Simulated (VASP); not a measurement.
Crystal: C.

```xyz
8
Lattice="-2.4291 2.4291 2.4291 2.4291 -2.4291 2.4291 2.4291 2.4291 -2.4291" Properties=species:S:1:pos:R:3 pbc="T T T"
C    -0.7906    0.7906    0.7906
C     1.6385    1.6385    1.6385
C     0.7906   -0.7906    0.7906
C     0.7906    0.7906   -0.7906
C     1.6385   -1.6385    1.6385
C     0.7906    0.7906    0.7906
C    -1.6385    1.6385    1.6385
C     1.6385    1.6385   -1.6385
```

Base run:

| Quantity | Value |
| --- | --- |
| Program | VASP 6.6.1 |
| Functional | r2SCAN |
| Potentials or basis | VASP PAW PBE potentials, release 64 (C_h) |
| Cutoff | 910 eV |
| k mesh | 8 × 8 × 8 |
| Occupations | gaussian, width 0.02 eV |
| Spin | no spin polarisation |

Its results: band gap on the k mesh 3.19 eV, indirect (least direct gap 4.14 eV); pressure -0.5 GPa; largest force 0.040 eV/Å.

**Question.** The run is repeated on the same cell with these changes: potentials or basis from VASP PAW PBE potentials, release 64 (C_h) to VASP PAW PBE potentials, release 64 (C); cutoff from 910 eV to 520 eV; further incar settings from ALGO = Normal; EDIFF = 1e-06; NBANDS = 26 to ALGO = Normal; EDIFF = 1e-07; NBANDS = 26. What comes out?

**Answer.** Band gap on the k mesh 3.17 eV, indirect (least direct gap 4.12 eV); pressure 0.9 GPa; largest force 0.050 eV/Å.

Caveats: the PAW data sets were made with another functional, which shifts forces and pressure a little; the cutoff is under 1.25 times the usual one of these potentials, so pressure, stress and relaxed cells hold a basis-set (Pulay) error (some runs).

A k mesh can miss the band edges.
